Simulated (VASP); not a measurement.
Write the native input for VASP 6.6.1 that does the following.

- Task: relaxation of cell and atoms
- Functional: PBEsol
- Potentials or basis: VASP PAW PBE potentials, release 64 (Se)
- Cutoff: 600 eV
- k mesh: 6 × 6 × 6
- Occupations: gaussian, width 0.02 eV
- Spin: no spin polarisation
- Dipole correction: no
- Further INCAR settings: ALGO = Normal; EDIFF = 1e-07; IBRION = 2; EDIFFG = -0.005; NSW = 100; ISIF = 3

The structure of Se lies in POSCAR:

```
Se
1.0
    5.3514623836      3.0896682477      1.5222232904
   -5.3514623836      3.0896682477      1.5222232904
    0.0000000000     -6.1793364955      1.5222232902
Se
6
Direct
    0.3025245761      0.1671748822      0.9090848799
    0.9090848799      0.3025245761      0.1671748822
    0.1671748822      0.9090848799      0.3025245761
    0.6974754239      0.8328251178      0.0909151201
    0.0909151201      0.6974754239      0.8328251178
    0.8328251178      0.0909151201      0.6974754239
```

These files were run (other wordings do the same):

INCAR

```
SYSTEM = Se
PREC     = Accurate       ! precision mode
ENCUT    = 600            ! plane-wave cutoff, eV
EDIFF    = 1E-7           ! SCF threshold, eV
ISMEAR   = 0              ! smearing method
SIGMA    = 0.02           ! smearing width, eV
LREAL    = .FALSE.        ! projectors in reciprocal space
LASPH    = .TRUE.         ! aspherical terms in the spheres
NELM     = 100            ! most SCF steps
ALGO     = Normal         ! electronic algorithm
ISIF     = 3              ! what is computed and relaxed
LWAVE    = .FALSE.        ! write WAVECAR
LCHARG   = .FALSE.        ! write CHGCAR
GGA      = PS             ! functional
IBRION   = 2              ! ionic algorithm
NSW      = 100            ! ionic steps
EDIFFG   = -0.005         ! ionic threshold
```

KPOINTS

```
Automatic mesh
0
G
  6 6 6
  0 0 0
```

Potentials or basis: VASP PAW PBE potentials, release 64 (Se).

Command:

```sh
$ cat potpaw_PBE.64/Se/POTCAR > POTCAR
$ mpirun -np 1 vasp_std > vasp.out
```

It gave:

```yaml
Relaxed_volume: 25.20 Å³/atom
Relaxed_cell: a = 6.366 Å, b = 6.366 Å, c = 6.366 Å, α = 114.47°, β = 114.47°, γ = 114.47°
Space_group_after_relaxing_to_0.05_Å: R-3 (No. 148)
Energy_gained_by_relaxing: 0.1 meV/atom
Ionic_steps: 6
Pressure_after_relaxing: 0.0 GPa
Largest_force_after_relaxing: 0.005 eV/Å
Band_gap_on_the_k_mesh: 0.96 eV, indirect (least direct gap 1.09 eV)
```

Caveat: the PAW data sets were made with another functional, which shifts forces and pressure a little.

Wall time 7 min on 1 thread of AMD EPYC 9R45 96-Core Processor (Zen 5), with other jobs on the host, peak memory 0.43 GiB.
